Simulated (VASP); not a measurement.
Input of a VASP 6.6.1 run:

File INCAR:

```
  PREC = Accurate
  ENCUT = 600
  EDIFF = 1E-6
  ISMEAR = -1
  SIGMA = 0.05
  LREAL = F
  LASPH = T
  NELM = 80
  ALGO = Normal
  ISIF = 3
  LWAVE = F
  LCHARG = F
  GGA = PE
  IBRION = 2
  NSW = 32
  EDIFFG = -0.005
  PSTRESS = 2000.0
```

Contents of KPOINTS:

```
regular mesh
0
Gamma
  18 18 18
```

File POSCAR:

```
Mo
1.0
   -2.1963358495      2.1963358495      1.1523451137
    2.1963358495     -2.1963358495      1.1523451137
    2.1963358495      2.1963358495     -1.1523451137
Mo
2
Direct
   -0.3750000000     -0.1250000000     -0.2500000000
    0.3750000000      0.1250000000      0.2500000000
```

Potentials or basis: VASP PAW PBE potentials, release 64 (Mo_sv).

Command:

```bash
$ cat potpaw_PBE.64/Mo_sv/POTCAR > POTCAR
$ mpirun -np 1 vasp_std > vasp.out
```

Q: Predict the space group after relaxing (to 0.05 Å).

A: I4_1/amd (No. 141).

Q: Predict the relaxed volume.

A: 11.17 Å³/atom.

Q: Predict the relaxed cell.

A: a = 3.318 Å, b = 3.318 Å, c = 3.318 Å, α = 96.95°, β = 96.95°, γ = 139.28°.

Q: What does it give for the band gap on the k mesh?

A: Zero (band 14 reaches 21.19 eV, above the bottom of band 15 at 16.48 eV).

The path:
```
step  energy change (eV)  largest force (eV/Å)  pressure (GPa)  volume (Å³)
   1              0.0000                0.0000          204.10        22.24
   2             -1.0795                0.0000          169.40        23.16
   3             -0.1313                0.0000          199.95        22.34
   4             -0.1287                0.0000          200.00        22.34
   5             -0.1261                0.0000          200.08        22.34
   6             -0.1264                0.0000          200.09        22.34
   7             -0.1262                0.0000          200.09        22.34
   8             -0.1360                0.0000          199.78        22.34
   9             -0.1292                0.0000          200.00        22.34
```

Caveat: the cell is relaxed towards a set pressure, so the enthalpy falls and the energy may rise.
